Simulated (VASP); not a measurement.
Wanted: the native input for a VASP 6.6.1 run.

```
Task                   : single point
Functional             : r2SCAN
Potentials or basis    : VASP PAW PBE potentials, release 64 (Ta_pv)
Cutoff                 : 520 eV
k mesh                 : 12 × 12 × 12
Occupations            : gaussian, width 0.1 eV
Spin                   : no spin polarisation
Dipole correction      : no
Further INCAR settings : ALGO = Normal; EDIFF = 1e-06; NBANDS = 30
```

Crystal: Ta.

```
Ta
1.0
     0.00000   -3.30586    3.30586
     3.30586   -3.30586    0.00000
     3.30586    0.00000    3.30586
Ta
4
Cartesian
  0.0000 0.0000 0.0000
  1.6529 -1.6529 1.6529
  3.3059 -3.3059 3.3059
  4.9588 -4.9588 4.9588
```

These files were run (other wordings do the same):

POSCAR

```
Ta
1.0
    0.0000000000     -3.3058596895      3.3058596895
    3.3058596895     -3.3058596895      0.0000000000
    3.3058596895      0.0000000000      3.3058596895
Ta
4
Direct
    0.0000000000      0.0000000000      0.0000000000
    0.2500000000      0.2500000000      0.2500000000
    0.5000000000      0.5000000000      0.5000000000
    0.7500000000      0.7500000000      0.7500000000
```

INCAR.step1

```
SYSTEM = Ta
ALGO = Normal
EDIFF = 1E-4
ENCUT = 520
GGA = PE
ISMEAR = 0
LASPH = .TRUE.
LCHARG = .FALSE.
LREAL = .FALSE.
LWAVE = .TRUE.
NBANDS = 30
NELM = 80
PREC = Accurate
SIGMA = 0.1
```

INCAR.step2

```
SYSTEM = Ta
ALGO = Normal
EDIFF = 1E-6
ENCUT = 520
ISIF = 2
ISMEAR = 0
ISTART = 1
LASPH = .TRUE.
LCHARG = .FALSE.
LMIXTAU = .TRUE.
LREAL = .FALSE.
LWAVE = .FALSE.
METAGGA = R2SCAN
NBANDS = 30
NELM = 80
PREC = Accurate
SIGMA = 0.1
```

KPOINTS

```
k-points
0
G
  12 12 12
  0 0 0
```

Potentials or basis: VASP PAW PBE potentials, release 64 (Ta_pv).

The run is started by

```sh
$ cat potpaw_PBE.64/Ta_pv/POTCAR > POTCAR
$ cp INCAR.step1 INCAR
$ mpirun -np 1 vasp_std > vasp.out
$ cp INCAR.step2 INCAR
$ mpirun -np 1 vasp_std > vasp.out
```

It gave:

```
Pressure               : 0.6 GPa
Band gap on the k mesh : zero (bands 22 and 23 overlap by 2.35 eV)
```

Caveat: the PAW data sets were made with another functional, which shifts forces and pressure a little; spin-orbit coupling is left out, which moves the levels of the heavy elements.

Run time: 6 min on 1 thread of Intel(R) Xeon(R) Platinum 8259CL CPU @ 2.50GHz (Skylake/Cascade Lake), with other jobs on the host, peak memory 0.28 GiB.
